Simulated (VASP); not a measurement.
# Cl in VASP: notebook, part 2 of 2

VASP 6.6.1. Earlier steps stand in the parts before.

### 4 Molecular dynamics, PBE

The input, INCAR:

```
PREC     = Accurate       # precision mode
ENCUT    = 520            # plane-wave cutoff, eV
EDIFF    = 1E-5           # SCF threshold, eV
ISMEAR   = -1             # smearing method
SIGMA    = 0.05           # smearing width, eV
LREAL    = Auto         
LASPH    = T              # aspherical terms in the spheres
NELM     = 100            # most SCF steps
ALGO     = Normal         # electronic algorithm
ISIF     = 2              # what is computed and relaxed
LWAVE    = F              # write WAVECAR
LCHARG   = F              # write CHGCAR
GGA      = PE             # functional
IBRION   = 0              # ionic algorithm
NSW      = 40             # ionic steps
POTIM    = 2.0            # step
TEBEG    = 350.0        
TEEND    = 350.0        
ISYM     = 0            
NELMIN   = 4            
RANDOM_SEED= 577279 0 0   
MDALGO   = 3            
LANGEVIN_GAMMA= 20
```

The input, KPOINTS:

```
regular mesh
0
Gamma
  1 1 1
```

The input, POSCAR:

```
Cl
1.0
    8.4343270000      0.0000000000      0.0000000000
    0.0000000000      8.4343270000      0.0000000000
    0.0000000000      0.0000000000      8.4343270000
Cl
20
Direct
    0.6911221500      0.3617773700      0.8967026800
    0.7103241400      0.4275234300      0.6659989700
    0.4292760300      0.7838244400      0.7027641600
    0.5108196000      0.7065606300      0.9165289200
    0.2386135800      0.0168991400      0.0108208500
    0.0015123500      0.0418831800      0.0463531700
    0.2785690600      0.4158034100      0.3973260000
    0.2867821600      0.3933616600      0.1568737600
    0.9035678800      1.0102865000      0.7301705000
    0.8430258600      1.0022450300      0.4970688700
    0.6154660500      0.6164474400      0.2598633300
    0.6709748200      0.3823682800      0.2869183700
    0.2414860700      0.4099080200      0.8026357700
    0.0728345900      0.5749841900      0.8338508200
    0.6240717100     -0.0291367300      0.2576938400
    0.6383523500      0.0512629800      0.0278714600
    0.2677220100      0.0973028900      0.4329282000
    0.2676852500     -0.1469533300      0.4185923000
   -0.0472343600      0.6060442400      0.4624464700
   -0.0054219100      0.6253133400      0.2266715600
```

Potentials or basis: VASP PAW PBE potentials, release 64 (Cl).

The run is started by

```
cat potpaw_PBE.64/Cl/POTCAR > POTCAR
mpirun -np 1 vasp_gam > vasp.out
```

OUTCAR:

```text
PREC = Accurate
   ENCUT = 520
   EDIFF = 1E-5
   ISMEAR = -1
   LREAL = Auto
   LASPH = T
   NELM = 100
   ISIF = 2
   GGA = PE
   IBRION = 0
   NSW = 40
   POTIM = 2.0
   TEBEG = 350.0
   ISYM = 0
   NELMIN = 4

 ion  position               nearest neighbor table
   1  0.691  0.362  0.897-   2 2.03
   2  0.710  0.428  0.666-   1 2.03
   3  0.429  0.784  0.703-   4 2.04
   4  0.511  0.707  0.917-   3 2.04
   5  0.239  0.017  0.011-   6 2.03
   6  0.002  0.042  0.046-   5 2.03
[... 12 lines left out ...]
  19  0.953  0.606  0.462-  20 2.03
  20  0.995  0.625  0.227-  19 2.03

IMPORTANT INFORMATION: All symmetrisations will be switched off!
NOSYMM: (Re-)initialisation of all symmetry stuff for point group C_1.

----------------------------------------------------------------------------------------

                                     Primitive cell

  volume of cell :     600.0001

  direct lattice vectors                    reciprocal lattice vectors
     8.434327000  0.000000000  0.000000000     0.118563105  0.000000000  0.000000000
     0.000000000  8.434327000  0.000000000     0.000000000  0.118563105  0.000000000
     0.000000000  0.000000000  8.434327000     0.000000000  0.000000000  0.118563105

  length of vectors
     8.434327000  8.434327000  8.434327000     0.118563105  0.118563105  0.118563105

  position of ions in fractional coordinates (direct lattice)
     0.691122150  0.361777370  0.896702680
     0.710324140  0.427523430  0.665998970
     0.429276030  0.783824440  0.702764160
     0.510819600  0.706560630  0.916528920
     0.238613580  0.016899140  0.010820850
     0.001512350  0.041883180  0.046353170
[... 12 lines left out ...]
     0.952765640  0.606044240  0.462446470
     0.994578090  0.625313340  0.226671560

  ion indices of the primitive-cell ions
   primitive index   ion index
                 1           1
                 2           2
                 3           3
                 4           4
                 5           5
                 6           6
[... 12 lines left out ...]
                19          19
                20          20

----------------------------------------------------------------------------------------

 KPOINTS: regular mesh

Automatic generation of k-mesh.
 Grid dimensions read from file:
 generate k-points for:    1    1    1

 Generating k-lattice:

  Cartesian coordinates                     Fractional coordinates (reciprocal lattice)
     0.118563105  0.000000000  0.000000000     1.000000000  0.000000000  0.000000000
     0.000000000  0.118563105  0.000000000     0.000000000  1.000000000  0.000000000
     0.000000000  0.000000000  0.118563105     0.000000000  0.000000000  1.000000000

  Length of vectors
     0.118563105  0.118563105  0.118563105

  Shift w.r.t. Gamma in fractional coordinates (k-lattice)
     0.000000000  0.000000000  0.000000000

 Subroutine IBZKPT returns following result:
 ===========================================

 Found      1 irreducible k-points:

 Following reciprocal coordinates:
            Coordinates               Weight
[... 16 lines left out ...]
   LASPH  =      T    aspherical Exc in radial PAW
   ENCUT  =  520.0 eV  38.22 Ry    6.18 a.u.  15.68 15.68 15.68*2*pi/ulx,y,z
   NELM   =    100;   NELMIN=  4; NELMDL= -5     # of ELM steps
   EDIFF  = 0.1E-04   stopping-criterion for ELM
   LREAL  =      T    real-space projection
   EDIFFG = 0.1E-03   stopping-criterion for IOM
   NSW    =     40    number of steps for IOM
   IBRION =      0    ionic relax: 0-MD 1-quasi-New 2-CG
   NFREE  =      0    steps in history (QN), initial steepest desc. (CG)
   ISIF   =      2    stress and relaxation
   ISYM   =      0    0-nonsym 1-usesym 2-fastsym
   POTIM  = 2.0000    time-step for ionic-motion
   TEBEG  =  350.0;   TEEND  = 350.0 temperature during run
   PSTRESS=    0.0 pullay stress
   NELECT =     140.0000    total number of electrons
   NUPDOWN=      -1.0000    fix difference up-down
   EMIN   =  10.00;   EMAX   =-10.00  energy-range for DOS
   EFERMI =   0.00;   METHOD = LEGACY
   ISMEAR =    -1;   SIGMA  =   0.05  broadening in eV -4-tet -1-fermi 0-gaus
   EFERMI_NEDOS =   21; number of points for ismear=-14 and -15
   IALGO  =     38    algorithm
   IMIX   =      4    mixing-type and parameters
     AMIX     =   0.40;   BMIX     =  1.00
     AMIX_MAG =   1.60;   BMIX_MAG =  1.00
  volume/ion in A,a.u.               =      30.00       202.45
  Fermi-wavevector in a.u.,A,eV,Ry     =   1.007860  1.904580 13.820563  1.015783
  Thomas-Fermi vector in A             =   2.140692
   LORBIT       =      0    0 simple, 1 ext, 2 COOP (PROOUT), +10 PAW based schemes
   GGA     = PE    functional components
   LHFCALC =     F    Hartree Fock is set to
   AEXX    =    0.0000 exact exchange contribution
   IVDW    =     0    specifies the selected vdW correction
   LEPSILON=     F    determine dielectric tensor
   LRPA    =     F    only Hartree local field effects (RPA)
 molecular dynamics for ions
 non-spin polarized calculation
  energy-cutoff  :      520.00
  volume of cell :      600.00
 maximum number of plane-waves:      8068
 NGX is ok and might be reduce to    64
   NGX = 31   NGY = 31   NGZ = 31

--------------------------------------- Ionic step        1  -------------------------------------------

 number of electron     140.0000003 magnetization

 Free energy of the ion-electron system (eV)
  ---------------------------------------------------
  ext. energy  EPLUGINS =         0.00000000
  ---------------------------------------------------
  free energy    TOTEN  =       -36.32303517 eV

  energy without entropy =      -36.32303509  energy(sigma->0) =      -36.32303513

------------------------ aborting loop because EDIFF is reached ----------------------------------------

  FORCE on cell =-STRESS in cart. coord.  units (eV):
  Direction    XX          YY          ZZ          XY          YZ          ZX
  --------------------------------------------------------------------------------------
  -------------------------------------------------------------------------------------
  Total        5.4836165      2.6887543     -0.5426779      0.4477584     -0.1784833      0.8761240
  in kB       14.6428748      7.1797677     -1.4491102      1.1956470     -0.4766031      2.3395097
  external PRESSURE =       6.7911774 kB  Pullay stress =       0.0000000 kB
[... 169 lines left out ...]
  ENERGY OF THE ELECTRON-ION-THERMOSTAT SYSTEM (eV)
  ---------------------------------------------------
% ion-electron   TOTEN  =       -36.291307  see above
  kinetic energy EKIN   =         0.823389
  kin. lattice  EKIN_LAT=         0.000000  (temperature  318.50 K)
  nose potential ES     =         0.000000
  nose kinetic   EPS    =         0.000000
  ---------------------------------------------------
  total energy   ETOTAL =       -35.467918 eV

[... ionic steps 4 to 37 ...]

--------------------------------------- Ionic step       38  -------------------------------------------

 number of electron     140.0000002 magnetization

------------------------ aborting loop because EDIFF is reached ----------------------------------------
[... 123 lines left out ...]
--------------------------------------- Ionic step       40  -------------------------------------------

 number of electron     140.0000002 magnetization

 Free energy of the ion-electron system (eV)
  ---------------------------------------------------
  ext. energy  EPLUGINS =         0.00000000
  ---------------------------------------------------
  free energy    TOTEN  =       -35.95700368 eV

  energy without entropy =      -35.95700311  energy(sigma->0) =      -35.95700339

 E-fermi :   0.4019     XC(G=0):  -7.4777

 val. band max:       -0.3864971315   @ k =   0.0000   0.0000   0.0000
 cond. band min:       1.1816908562   @ k =   0.0000   0.0000   0.0000
 fundamental gap:      1.5681879877
 Fermi energy:         0.4018755836

 k-point     1 :       0.0000    0.0000    0.0000
  band No.  band energies     occupation
      1     -17.8305      2.00000
      2     -17.6501      2.00000
      3     -17.5423      2.00000
      4     -17.3795      2.00000
      5     -17.3225      2.00000
      6     -17.1579      2.00000
[... 74 lines left out ...]
     81       5.7533      0.00000
     82       6.9260      0.00000
 [bands above 82 left out]

------------------------ aborting loop because EDIFF is reached ----------------------------------------

  FORCE on cell =-STRESS in cart. coord.  units (eV):
  Direction    XX          YY          ZZ          XY          YZ          ZX
  --------------------------------------------------------------------------------------
  -------------------------------------------------------------------------------------
  Total        5.8386847      6.0846990      4.9937186      0.7861920      0.3283049      0.1553245
  in kB       15.5910119     16.2479428     13.3347028      2.0993646      0.8766710      0.4147622
  external PRESSURE =      15.0578858 kB  Pullay stress =       0.0000000 kB
[... 41 lines left out ...]
  ENERGY OF THE ELECTRON-ION-THERMOSTAT SYSTEM (eV)
  ---------------------------------------------------
% ion-electron   TOTEN  =       -35.957004  see above
  kinetic energy EKIN   =         0.855217
  kin. lattice  EKIN_LAT=         0.000000  (temperature  330.81 K)
  nose potential ES     =         0.000000
  nose kinetic   EPS    =         0.000000
  ---------------------------------------------------
  total energy   ETOTAL =       -35.101787 eV
```

Run time: 25 min. Hardware: 1 thread of Intel Xeon Platinum 8375C at 2.90GHz (Ice Lake), shared host; peak memory 0.63 GiB.

Caveat: the k points lie up to 0.74 Å⁻¹ apart.

### 5 The runs side by side

```csv
task,cell,pressure (GPa),largest force (eV/Å)
single point,"as given, atomic positions A",1.1,1.63
relaxation of the atoms,"atoms relaxed, atomic positions B",2.2,0.29
molecular dynamics,"as given, atomic positions C",-,-
```

Alike in all rows: level PBE; potentials or basis VASP PAW PBE potentials, release 64 (Cl); no spin polarisation; k mesh 1 × 1 × 1; cutoff (eV) 520; smearing fermi-dirac 0.05 eV.

Caveats: all runs use coarse meshes; the atoms stand as in a frame of molecular dynamics (at least some runs); the relaxation stopped at a loose force limit of 0.3 eV/Å, so its end isn't a converged minimum (at least some runs).

Absolute energies hang on the potentials; compare differences alone.
